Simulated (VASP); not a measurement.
Input of a VASP 6.6.1 run:

File POSCAR:

```
Os
1.0
    2.8227732128     -0.0000001893      0.0013605463
   -1.4113867703      2.4445935954      0.0000000000
    1.4124017326      0.8154505205      2.1772211224
Os
1
Direct
    0.0000000000      0.0000000000      0.0000000000
```

Contents of INCAR.step1:

```
  ALGO = Normal
  EDIFF = 1E-4
  ENCUT = 520
  GGA = PE
  ISMEAR = 0
  ISYM = 0
  LASPH = T
  LCHARG = F
  LREAL = F
  LWAVE = T
  NBANDS = 10
  NELM = 100
  PREC = Accurate
  SIGMA = 0.1
```

Contents of INCAR.step2:

```
  ALGO = Normal
  EDIFF = 1E-6
  ENCUT = 520
  ISIF = 2
  ISMEAR = 0
  ISTART = 1
  ISYM = 0
  LASPH = T
  LCHARG = T
  LELF = T
  LMIXTAU = T
  LREAL = F
  LVHAR = T
  LWAVE = F
  METAGGA = R2SCAN
  NBANDS = 10
  NELM = 100
  PREC = Accurate
  SIGMA = 0.1
```

Contents of KPOINTS:

```
k-points
0
Gamma
  12 12 16
```

Potentials or basis: VASP PAW PBE potentials, release 64 (Os).

Run with:

```bash
$ cat potpaw_PBE.64/Os/POTCAR > POTCAR
$ cp INCAR.step1 INCAR
$ mpirun -np 1 vasp_std > vasp.out
$ cp INCAR.step2 INCAR
$ mpirun -np 1 vasp_std > vasp.out
```

(1) Predict the pressure.

(2) What does it give for the band gap on the k mesh?

Results:

(1) -21.6 GPa.

(2) zero (bands 4 and 5 overlap by 3.84 eV).

Caveat: the cell stands under tension; the PAW data sets were made with another functional, which shifts forces and pressure a little; spin-orbit coupling is left out, which moves the levels of the heavy elements.
